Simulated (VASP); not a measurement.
# P (P6/mmm) in VASP: notebook

P is run at these levels: PBE; tasks: single point.

Everything below comes from runs of VASP 6.6.1. Logs are shortened: lines on timing, memory, paths and dates and some standing lists are left out, and cuts for length are marked.

## (1) The cell of the first run

Symmetry: P6/mmm, No. 191, hexagonal system. Conventional cell: a = 2.481 Å, b = 2.481 Å, c = 2.323 Å, α = 90.00°, β = 90.00°, γ = 120.00°. Within 3.1 Å of P (site symmetry 6/mmm) lie 8 P at 2.32 to 2.48 Å.

## (2) Single point, PBE

The input, INCAR:

```
ALGO     = Normal         # electronic algorithm
EDIFF    = 1E-6           # SCF threshold, eV
ENCUT    = 520            # plane-wave cutoff, eV
GGA      = PE             # functional
ISIF     = 2              # what is computed and relaxed
ISMEAR   = -1             # smearing method
LASPH    = True           # aspherical terms in the spheres
LCHARG   = False          # write CHGCAR
LREAL    = False          # projectors in reciprocal space
LWAVE    = False          # write WAVECAR
NBANDS   = 8              # bands
NELM     = 100            # most SCF steps
PREC     = Accurate       # precision mode
SIGMA    = 0.05           # smearing width, eV
```

The input, KPOINTS:

```
k-points
0
Gamma
  18 18 17
```

The input, POSCAR:

```
P
1.0
    2.4805465276      0.0000000000      0.0000000000
   -1.2402732638      2.1482163082      0.0000000000
    0.0000000000      0.0000000000      2.3232736787
P
1
Direct
    0.0000000000      0.0000000000      0.0000000000
```

Potentials or basis: VASP PAW PBE potentials, release 64 (P).

Started as:

```bash
$ cat potpaw_PBE.64/P/POTCAR > POTCAR
$ mpirun -np 1 vasp_std > vasp.out
```

OUTCAR:

```text
EDIFF = 1E-6
   ENCUT = 520
   GGA = PE
   ISIF = 2
   ISMEAR = -1
   LASPH = True
   LREAL = False
   NELM = 100
   PREC = Accurate

 ion  position               nearest neighbor table
   1  0.000  0.000  0.000-

  LATTYP: Found a hexagonal cell.
 ALAT       =     2.4805465276
 C/A-ratio  =     0.9365975009

  Lattice vectors:

 A1 = (   2.4805465276,   0.0000000000,   0.0000000000)
 A2 = (  -1.2402732638,   2.1482163082,   0.0000000000)
 A3 = (   0.0000000000,   0.0000000000,   2.3232736787)

Analysis of symmetry for initial positions (statically):
=====================================================================
 Subroutine PRICEL returns:
 Original cell was already a primitive cell.

 Routine SETGRP: Setting up the symmetry group for a
 hexagonal supercell.

 Subroutine GETGRP returns: Found 24 space group operations
 (whereof 24 operations were pure point group operations)
 out of a pool of 24 trial point group operations.

The static configuration has the point symmetry D_6h.

Analysis of symmetry for dynamics (positions and initial velocities):
=====================================================================
 Subroutine PRICEL returns:
 Original cell was already a primitive cell.

 Routine SETGRP: Setting up the symmetry group for a
 hexagonal supercell.

 Subroutine GETGRP returns: Found 24 space group operations
 (whereof 24 operations were pure point group operations)
 out of a pool of 24 trial point group operations.

The dynamic configuration has the point symmetry D_6h.

 Subroutine INISYM returns: Found 24 space group operations
 (whereof 24 operations are pure point group operations),
 and found     1 'primitive' translations

----------------------------------------------------------------------------------------

                                     Primitive cell

  volume of cell :      12.3801

  direct lattice vectors                    reciprocal lattice vectors
     2.480546528  0.000000000  0.000000000     0.403136966  0.232751236  0.000000000
    -1.240273264  2.148216308  0.000000000     0.000000000  0.465502471  0.000000000
     0.000000000  0.000000000  2.323273679     0.000000000  0.000000000  0.430427121

  length of vectors
     2.480546528  2.480546528  2.323273679     0.465502471  0.465502471  0.430427121

  position of ions in fractional coordinates (direct lattice)
     0.000000000  0.000000000  0.000000000

  ion indices of the primitive-cell ions
   primitive index   ion index
                 1           1

----------------------------------------------------------------------------------------

 KPOINTS: k-points

Automatic generation of k-mesh.
 Grid dimensions read from file:
 generate k-points for:   18   18   17

 Generating k-lattice:

  Cartesian coordinates                     Fractional coordinates (reciprocal lattice)
     0.022396498  0.012930624  0.000000000     0.055555556  0.000000000  0.000000000
     0.000000000  0.025861248  0.000000000     0.000000000  0.055555556  0.000000000
     0.000000000  0.000000000  0.025319242     0.000000000  0.000000000  0.058823529

  Length of vectors
     0.025861248  0.025861248  0.025319242

  Shift w.r.t. Gamma in fractional coordinates (k-lattice)
     0.000000000  0.000000000  0.000000000

 Subroutine IBZKPT returns following result:
 ===========================================

 Found    333 irreducible k-points:

 Following reciprocal coordinates:
            Coordinates               Weight
  0.000000  0.000000  0.000000      1.000000
  0.055556  0.000000  0.000000      6.000000
  0.111111  0.000000  0.000000      6.000000
  0.166667  0.000000  0.000000      6.000000
  0.222222  0.000000  0.000000      6.000000
  0.277778  0.000000  0.000000      6.000000
[... 16 lines left out ...]
  0.333333  0.111111  0.000000     12.000000
  0.388889  0.111111  0.000000     12.000000
 [... further k-points ...]
   k-points           NKPTS =    333   k-points in BZ     NKDIM =    333   number of bands    NBANDS=      8
   number of dos      NEDOS =    301   number of ions     NIONS =      1
   total plane-waves  NPLWV =   5832
   dimension x,y,z NGX =    18 NGY =   18 NGZ =   18
   dimension x,y,z NGXF=    36 NGYF=   36 NGZF=   36
   ions per type =               1
   NGX,Y,Z   is equivalent  to a cutoff of  12.06, 12.06, 12.88 a.u.
   NGXF,Y,Z  is equivalent  to a cutoff of  24.13, 24.13, 25.76 a.u.
 SYSTEM =  unknown system
   PREC   = accura    normal or accurate (medium, high low for compatibility)
   ISTART =      0    job   : 0-new  1-cont  2-samecut
   ICHARG =      2    charge: 1-file 2-atom 10-const
   ISPIN  =      1    spin polarized calculation?
   LNONCOLLINEAR =      F non collinear calculations
   LSORBIT =      F    spin-orbit coupling
   LASPH  =      T    aspherical Exc in radial PAW
   ENCUT  =  520.0 eV  38.22 Ry    6.18 a.u.   4.61  4.61  4.32*2*pi/ulx,y,z
   NELM   =    100;   NELMIN=  2; NELMDL= -5     # of ELM steps
   EDIFF  = 0.1E-05   stopping-criterion for ELM
   LREAL  =      F    real-space projection
   EDIFFG = 0.1E-04   stopping-criterion for IOM
   NSW    =      0    number of steps for IOM
   IBRION =     -1    ionic relax: 0-MD 1-quasi-New 2-CG
   NFREE  =      0    steps in history (QN), initial steepest desc. (CG)
   ISIF   =      2    stress and relaxation
   ISYM   =      2    0-nonsym 1-usesym 2-fastsym
   POTIM  = 0.5000    time-step for ionic-motion
   TEBEG  =    0.0;   TEEND  =   0.0 temperature during run
   PSTRESS=    0.0 pullay stress
   NELECT =       5.0000    total number of electrons
   NUPDOWN=      -1.0000    fix difference up-down
   EMIN   =  10.00;   EMAX   =-10.00  energy-range for DOS
   EFERMI =   0.00;   METHOD = LEGACY
   ISMEAR =    -1;   SIGMA  =   0.05  broadening in eV -4-tet -1-fermi 0-gaus
   EFERMI_NEDOS =   21; number of points for ismear=-14 and -15
   IALGO  =     38    algorithm
   IMIX   =      4    mixing-type and parameters
     AMIX     =   0.40;   BMIX     =  1.00
     AMIX_MAG =   1.60;   BMIX_MAG =  1.00
  volume/ion in A,a.u.               =      12.38        83.55
  Fermi-wavevector in a.u.,A,eV,Ry     =   1.210105  2.286766 19.923734  1.464353
  Thomas-Fermi vector in A             =   2.345662
   LORBIT       =      0    0 simple, 1 ext, 2 COOP (PROOUT), +10 PAW based schemes
   GGA     = PE    functional components
   LHFCALC =     F    Hartree Fock is set to
   AEXX    =    0.0000 exact exchange contribution
   IVDW    =     0    specifies the selected vdW correction
   LEPSILON=     F    determine dielectric tensor
   LRPA    =     F    only Hartree local field effects (RPA)
 non-spin polarized calculation
  energy-cutoff  :      520.00
  volume of cell :       12.38
 maximum number of plane-waves:       350
   NGX =  9   NGY =  9   NGZ =  9

 number of electron       5.0000000 magnetization

 Free energy of the ion-electron system (eV)
  ---------------------------------------------------
  ext. energy  EPLUGINS =         0.00000000
  ---------------------------------------------------
  free energy    TOTEN  =        -4.77781005 eV

  energy without entropy =       -4.77406901  energy(sigma->0) =       -4.77593953

 E-fermi :  12.3722     XC(G=0): -12.0987

 val. band max:       12.3645486771   @ k =   0.2778   0.0000   0.2353
 cond. band min:      12.3765446612   @ k =   0.3333   0.2778   0.3529
 fundamental gap:      0.0119959842
 Fermi energy:        12.3722341068

 k-point     1 :       0.0000    0.0000    0.0000
  band No.  band energies     occupation
      1      -6.0410      2.00000
      2      18.0379      0.00000
      3      18.8613      0.00000
      4      19.7936      0.00000
      5      19.7936      0.00000
      6      24.1556      0.00000
      7      24.1556      0.00000
      8      30.9277      0.00000

 k-point     2 :       0.0556    0.0000    0.0000
  band No.  band energies     occupation
      1      -5.9467      2.00000
      2      17.9047      0.00000
      3      18.1148      0.00000
      4      19.3877      0.00000
      5      20.1050      0.00000
      6      23.9225      0.00000
      7      24.7311      0.00000
      8      31.2181      0.00000

 k-point     3 :       0.1111    0.0000    0.0000
  band No.  band energies     occupation
      1      -5.6639      2.00000
      2      16.0809      0.00000
      3      18.3449      0.00000
      4      18.5355      0.00000
      5      20.1721      0.00000
      6      23.6506      0.00000
      7      26.0908      0.00000
      8      32.0037      0.00000

 k-point     4 :       0.1667    0.0000    0.0000
  band No.  band energies     occupation
      1      -5.1940      2.00000
      2      13.9227      0.00000
      3      17.6234      0.00000
      4      18.7248      0.00000
      5      19.8575      0.00000
      6      23.7452      0.00000
      7      27.8434      0.00000
      8      33.0818      0.00000

 k-point     5 :       0.2222    0.0000    0.0000
  band No.  band energies     occupation
      1      -4.5392      2.00000
      2      11.6664      2.00000
      3      16.7913      0.00000
      4      19.2481      0.00000
      5      19.3456      0.00000
      6      24.2046      0.00000
      7      29.8387      0.00000
      8      34.0599      0.00000
[... 177 lines left out ...]
 k-point    22 :       0.2778    0.1111    0.0000
  band No.  band energies     occupation
      1      -2.4176      2.00000
      2       7.5312      2.00000
      3      12.4787      0.21251
      4      20.8635      0.00000
      5      21.5034      0.00000
      6      26.1062      0.00000
      7      30.6882      0.00000
      8      32.1538      0.00000

 k-point    23 :       0.3333    0.1111    0.0000
  band No.  band energies     occupation
      1      -1.2529      2.00000
      2       5.5739      2.00000
      3      12.0221      1.99818
      4      21.2928      0.00000
      5      21.6511      0.00000
      6      27.1266      0.00000
      7      29.2915      0.00000
      8      33.3063      0.00000

 k-point    24 :       0.3889    0.1111    0.0000
  band No.  band energies     occupation
      1       0.0064      2.00000
      2       3.8298      2.00000
      3      11.7518      1.99999
      4      21.1426      0.00000
      5      22.3363      0.00000
      6      28.1186      0.00000
      7      28.2260      0.00000
      8      32.7359      0.00000

 [... further k-points ...]

------------------------ aborting loop because EDIFF is reached ----------------------------------------

  FORCE on cell =-STRESS in cart. coord.  units (eV):
  Direction    XX          YY          ZZ          XY          YZ          ZX
  --------------------------------------------------------------------------------------
  -------------------------------------------------------------------------------------
  Total        1.7966355      1.7966355      1.7964662      0.0000000      0.0000000      0.0000000
  in kB      232.5116885    232.5116885    232.4897824      0.0000000      0.0000000      0.0000000
  external PRESSURE =     232.5043864 kB  Pullay stress =       0.0000000 kB

 VOLUME and BASIS-vectors are now :
 -----------------------------------------------------------------------------
  energy-cutoff  :      520.00
  volume of cell :       12.38
      direct lattice vectors                 reciprocal lattice vectors
     2.480546528  0.000000000  0.000000000     0.403136966  0.232751236  0.000000000
    -1.240273264  2.148216308  0.000000000     0.000000000  0.465502471  0.000000000
     0.000000000  0.000000000  2.323273679     0.000000000  0.000000000  0.430427121

 POSITION                                       TOTAL-FORCE (eV/Angst)
 -----------------------------------------------------------------------------------
      0.00000      0.00000      0.00000         0.000000      0.000000      0.000000
 -----------------------------------------------------------------------------------
    total drift:                               -0.000000     -0.000000      0.000000

  FREE ENERGIE OF THE ION-ELECTRON SYSTEM (eV)
  ---------------------------------------------------
  free  energy   TOTEN  =        -4.7778100478 eV

  energy  without entropy=       -4.7740690070  energy(sigma->0) =       -4.77593953
```

Run time: 10 s. Hardware: 1 thread of Intel Xeon Platinum 8559C (Emerald Rapids), shared host; peak memory 0.13 GiB.

What came out:

- Free energy: -4.7778 eV
- Pressure: 23.3 GPa

## (3) Single point, PBE

The input, INCAR:

```
SYSTEM = P
ALGO     = Normal         ! electronic algorithm
EDIFF    = 1E-7           ! SCF threshold, eV
ENCUT    = 520            ! plane-wave cutoff, eV
GGA      = PE             ! functional
ISIF     = 2              ! what is computed and relaxed
ISMEAR   = -1             ! smearing method
LASPH    = .TRUE.         ! aspherical terms in the spheres
LCHARG   = .TRUE.         ! write CHGCAR
LELF     = .TRUE.         ! ELF
LREAL    = .FALSE.        ! projectors in reciprocal space
LVHAR    = .TRUE.       
LWAVE    = .FALSE.        ! write WAVECAR
NBANDS   = 8              ! bands
NELM     = 80             ! most SCF steps
PREC     = Accurate       ! precision mode
SIGMA    = 0.05           ! smearing width, eV
```

The input, KPOINTS:

```
k-points
0
G
  18 18 17
  0 0 0
```

POSCAR is that of step 2.

Potentials or basis: VASP PAW PBE potentials, release 64 (P).

Started as:

```bash
$ cat potpaw_PBE.64/P/POTCAR > POTCAR
$ mpirun -np 1 vasp_std > vasp.out
```

OUTCAR:

```text
SYSTEM = P
   EDIFF = 1E-7
   ENCUT = 520
   GGA = PE
   ISIF = 2
   ISMEAR = -1
   LASPH = .TRUE.
   LREAL = .FALSE.
   NELM = 80
   PREC = Accurate

 ion  position               nearest neighbor table
   1  0.000  0.000  0.000-

  LATTYP: Found a hexagonal cell.
 ALAT       =     2.4805465276
 C/A-ratio  =     0.9365975009

  Lattice vectors:

 A1 = (   2.4805465276,   0.0000000000,   0.0000000000)
 A2 = (  -1.2402732638,   2.1482163082,   0.0000000000)
 A3 = (   0.0000000000,   0.0000000000,   2.3232736787)

Analysis of symmetry for initial positions (statically):
=====================================================================
 Subroutine PRICEL returns:
 Original cell was already a primitive cell.

 Routine SETGRP: Setting up the symmetry group for a
 hexagonal supercell.

 Subroutine GETGRP returns: Found 24 space group operations
 (whereof 24 operations were pure point group operations)
 out of a pool of 24 trial point group operations.

The static configuration has the point symmetry D_6h.
[... 157 lines left out ...]

 E-fermi :  12.3722     XC(G=0): -12.0987

 val. band max:       12.3645489851   @ k =   0.2778   0.0000   0.2353
 cond. band min:      12.3765405952   @ k =   0.3333   0.2778   0.3529
 fundamental gap:      0.0119916101
 Fermi energy:        12.3722298809

 k-point     1 :       0.0000    0.0000    0.0000
  band No.  band energies     occupation
      1      -6.0410      2.00000
      2      18.0378      0.00000
      3      18.8613      0.00000
      4      19.7936      0.00000
      5      19.7936      0.00000
      6      24.1556      0.00000
      7      24.1556      0.00000
      8      30.9278      0.00000
[... 243 lines left out ...]
 k-point    24 :       0.3889    0.1111    0.0000
  band No.  band energies     occupation
      1       0.0064      2.00000
      2       3.8298      2.00000
      3      11.7517      1.99999
      4      21.1426      0.00000
      5      22.3363      0.00000
      6      28.1186      0.00000
      7      28.2260      0.00000
      8      32.7359      0.00000

 [... further k-points ...]

------------------------ aborting loop because EDIFF is reached ----------------------------------------

  FORCE on cell =-STRESS in cart. coord.  units (eV):
  Direction    XX          YY          ZZ          XY          YZ          ZX
  --------------------------------------------------------------------------------------
  -------------------------------------------------------------------------------------
  Total        1.7966100      1.7966100      1.7965687      0.0000000      0.0000000      0.0000000
  in kB      232.5083893    232.5083893    232.5030516      0.0000000      0.0000000      0.0000000
  external PRESSURE =     232.5066101 kB  Pullay stress =       0.0000000 kB

 VOLUME and BASIS-vectors are now :
 -----------------------------------------------------------------------------
  energy-cutoff  :      520.00
  volume of cell :       12.38
      direct lattice vectors                 reciprocal lattice vectors
     2.480546528  0.000000000  0.000000000     0.403136966  0.232751236  0.000000000
    -1.240273264  2.148216308  0.000000000     0.000000000  0.465502471  0.000000000
     0.000000000  0.000000000  2.323273679     0.000000000  0.000000000  0.430427121

 POSITION                                       TOTAL-FORCE (eV/Angst)
 -----------------------------------------------------------------------------------
      0.00000      0.00000      0.00000        -0.000000      0.000000      0.000000
 -----------------------------------------------------------------------------------
    total drift:                               -0.000000      0.000000      0.000000

  FREE ENERGIE OF THE ION-ELECTRON SYSTEM (eV)
  ---------------------------------------------------
  free  energy   TOTEN  =        -4.7778100154 eV

  energy  without entropy=       -4.7740689779  energy(sigma->0) =       -4.77593950
```

OSZICAR:

```text
N       E                     dE             d eps       ncg     rms          rms(c)
DAV:   1     0.455820724197E+00    0.45582E+00   -0.22416E+03  5536   0.459E+02
DAV:   2    -0.473887655366E+01   -0.51947E+01   -0.49752E+01  7864   0.486E+01
DAV:   3    -0.478221318668E+01   -0.43337E-01   -0.43296E-01  5936   0.483E+00
DAV:   4    -0.478226263255E+01   -0.49446E-04   -0.49447E-04  8896   0.172E-01
DAV:   5    -0.478226265265E+01   -0.20104E-07   -0.20136E-07  5976   0.156E-03    0.618E+00
DAV:   6    -0.477942566526E+01    0.28370E-02   -0.46950E-04  7160   0.187E-01    0.365E+00
DAV:   7    -0.477779419421E+01    0.16315E-02   -0.14103E-03  6408   0.320E-01    0.814E-02
DAV:   8    -0.477780870353E+01   -0.14509E-04   -0.52345E-05  7624   0.545E-02    0.107E-02
DAV:   9    -0.477781028031E+01   -0.15768E-05   -0.18158E-06  7272   0.121E-02    0.324E-03
DAV:  10    -0.477781004736E+01    0.23295E-06   -0.33251E-07  7552   0.371E-03    0.666E-04
DAV:  11    -0.477781001537E+01    0.31995E-07   -0.10672E-08  3272   0.996E-04
   1 F= -.47778100E+01 E0= -.47759395E+01  d E =-.374104E-02
```

Wall time 13 s (1 thread of Intel Xeon Platinum 8559C (Emerald Rapids), shared host); peak memory 0.13 GiB.

What came out:

```yaml
Free_energy: -4.7778 eV
Pressure: 23.3 GPa
```

Levels at points of the mesh, in eV from the Fermi level:
| k point | band 1 | band 2 | band 3 | band 4 | band 5 |
| --- | --- | --- | --- | --- | --- |
| (0.00, 0.00, 0.00) | -18.41 | 5.67 | 6.49 | 7.42 | 7.42 |
| (0.50, 0.00, 0.00) | -11.78 | -9.83 | 2.43 | 5.30 | 10.11 |

## (4) Single point, PBE

This run uses another cell than the first one, of 13.56 Å³/atom, 1.095 times its volume.

The input, INCAR:

```
PREC     = Accurate       # precision mode
ENCUT    = 520            # plane-wave cutoff, eV
EDIFF    = 1E-6           # SCF threshold, eV
ISMEAR   = -1             # smearing method
SIGMA    = 0.05           # smearing width, eV
LREAL    = F              # projectors in reciprocal space
LASPH    = T              # aspherical terms in the spheres
NELM     = 80             # most SCF steps
ALGO     = Normal         # electronic algorithm
ISIF     = 2              # what is computed and relaxed
LWAVE    = F              # write WAVECAR
LCHARG   = T              # write CHGCAR
GGA      = PE             # functional
LELF     = T              # ELF
LVHAR    = T            
NBANDS   = 8              # bands
```

The input, KPOINTS:

```
Automatic mesh
0
Gamma
  18 18 17
```

The input, POSCAR:

```
P
1.0
    2.5551126152      0.0000000000      0.0000000000
   -1.2775563076      2.2127924343      0.0000000000
    0.0000000000      0.0000000000      2.3981899359
P
1
Direct
    0.0000000000      0.0000000000      0.0000000000
```

Started as:

```bash
$ cat potpaw_PBE.64/P/POTCAR > POTCAR
$ mpirun -np 1 vasp_std > vasp.out
```

It took 20 s on 1 thread of Intel Xeon Platinum 8559C (Emerald Rapids), shared host; peak memory 0.14 GiB.

It converged, with:

```
Free energy : -4.8959 eV
Pressure    : 9.4 GPa
```

Levels at points of the mesh, in eV from the Fermi level:
| k point | band 1 | band 2 | band 3 | band 4 | band 5 |
| --- | --- | --- | --- | --- | --- |
| (0.00, 0.00, 0.00) | -17.30 | 5.16 | 6.69 | 6.73 | 6.73 |
| (0.50, 0.00, 0.00) | -11.29 | -8.93 | 2.28 | 5.54 | 9.06 |
